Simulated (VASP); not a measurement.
Input of a VASP 6.6.1 run:

The input POSCAR:

```
Al
1.0
    0.0000000000      2.6598623323      2.6598623323
    2.6598623323      0.0000000000      2.6598623323
    2.6598623323      2.6598623323      0.0000000000
Al
2
Direct
    0.5000000000      0.5000000000      0.5000000000
    0.7500000000      0.7500000000      0.7500000000
```

INCAR.step1

```
ALGO     = Normal         # electronic algorithm
EDIFF    = 1E-4           # SCF threshold, eV
ENCUT    = 520            # plane-wave cutoff, eV
GGA      = PE             # functional
ISMEAR   = 0              # smearing method
LASPH    = T              # aspherical terms in the spheres
LCHARG   = F              # write CHGCAR
LREAL    = F              # projectors in reciprocal space
LWAVE    = T              # write WAVECAR
NBANDS   = 10             # bands
NELM     = 100            # most SCF steps
PREC     = Accurate       # precision mode
SIGMA    = 0.1            # smearing width, eV
```

INCAR.step2

```
ALGO     = Normal         # electronic algorithm
EDIFF    = 1E-6           # SCF threshold, eV
ENCUT    = 520            # plane-wave cutoff, eV
ISIF     = 2              # what is computed and relaxed
ISMEAR   = 0              # smearing method
ISTART   = 1            
LASPH    = T              # aspherical terms in the spheres
LCHARG   = T              # write CHGCAR
LELF     = T              # ELF
LMIXTAU  = T            
LREAL    = F              # projectors in reciprocal space
LVHAR    = T            
LWAVE    = F              # write WAVECAR
METAGGA  = R2SCAN         # meta-GGA
NBANDS   = 10             # bands
NELM     = 100            # most SCF steps
PREC     = Accurate       # precision mode
SIGMA    = 0.1            # smearing width, eV
```

File KPOINTS:

```
k-points
0
Gamma
  6 6 6
```

Potentials or basis: VASP PAW PBE potentials, release 64 (Al).

Command:

```sh
$ cat potpaw_PBE.64/Al/POTCAR > POTCAR
$ cp INCAR.step1 INCAR
$ mpirun -np 1 vasp_std > vasp.out
$ cp INCAR.step2 INCAR
$ mpirun -np 1 vasp_std > vasp.out
```

(1) Estimate the pressure.

(2) Predict the band gap on the k mesh.

Results:

(1) 31.1 GPa.

(2) zero (band 3 reaches 8.77 eV, above the bottom of band 4 at 3.67 eV).

Caveat: the PAW data sets were made with another functional, which shifts forces and pressure a little.
